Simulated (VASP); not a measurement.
Set up this calculation in VASP 6.6.1, as the native input.

- Task: single point
- Functional: r2SCAN
- Potentials or basis: VASP PAW PBE potentials, release 64 (C, Sn_d)
- Cutoff: 520 eV
- k mesh: 12 × 12 × 2
- Occupations: fermi-dirac, width 0.02 eV
- Spin: no spin polarisation
- Dipole correction: no
- Further INCAR settings: ALGO = Normal; EDIFF = 1e-06; NBANDS = 41

Sn2C:

```
C Sn
1.0
     3.49072    0.00000    0.00000
    -1.74536    3.02305    0.00000
     0.00000    0.00000   12.46588
C Sn
2 4
Direct
  0.00000 0.00000 0.95218
  0.66667 0.33333 0.71557
  0.33333 0.66667 0.41497
  0.66667 0.33333 0.88989
  0.33333 0.66667 0.65022
  0.00000 0.00000 0.12717
```

The input as run:

POSCAR

```
Sn2C
1.0
    3.4907187065      0.0000000000      0.0000000000
   -1.7453593533      3.0230510773      0.0000000000
    0.0000000000      0.0000000000     12.4658836216
C Sn
2 4
Direct
    0.0000000000      0.0000000000     -0.0478175742
    0.6666666667      0.3333333333      0.7155735756
    0.3333333333      0.6666666667      0.4149669178
    0.6666666667      0.3333333333      0.8898880635
    0.3333333333      0.6666666667      0.6502236837
    0.0000000000      0.0000000000      0.1271653337
```

INCAR.step1

```
SYSTEM = Sn2C
ALGO = Normal
EDIFF = 1E-4
ENCUT = 520
GGA = PE
ISMEAR = -1
LASPH = .TRUE.
LCHARG = .FALSE.
LREAL = .FALSE.
LWAVE = .TRUE.
NBANDS = 41
NELM = 100
PREC = Accurate
SIGMA = 0.02
```

INCAR.step2

```
SYSTEM = Sn2C
ALGO = Normal
EDIFF = 1E-6
ENCUT = 520
ISIF = 2
ISMEAR = -1
ISTART = 1
LASPH = .TRUE.
LCHARG = .FALSE.
LMIXTAU = .TRUE.
LREAL = .FALSE.
LWAVE = .FALSE.
METAGGA = R2SCAN
NBANDS = 41
NELM = 100
PREC = Accurate
SIGMA = 0.02
```

KPOINTS

```
k-points
0
G
  12 12 2
  0 0 0
```

Potentials or basis: VASP PAW PBE potentials, release 64 (C, Sn_d).

The run is started by

```bash
$ cat potpaw_PBE.64/C/POTCAR potpaw_PBE.64/Sn_d/POTCAR > POTCAR
$ cp INCAR.step1 INCAR
$ mpirun -np 1 vasp_std > vasp.out
$ cp INCAR.step2 INCAR
$ mpirun -np 1 vasp_std > vasp.out
```

Results of the run:

The pressure is 0.1 GPa. The largest force is 0.027 eV/Å. The band gap on the k mesh is zero (bands 32 and 33 overlap by 3.69 eV).

Caveat: the PAW data sets were made with another functional, which shifts forces and pressure a little; spin-orbit coupling is left out, which moves the levels of the heavy elements.

Run time: 26 min on 1 thread of Intel Xeon 8259CL, with other jobs on the host, peak memory 0.39 GiB.
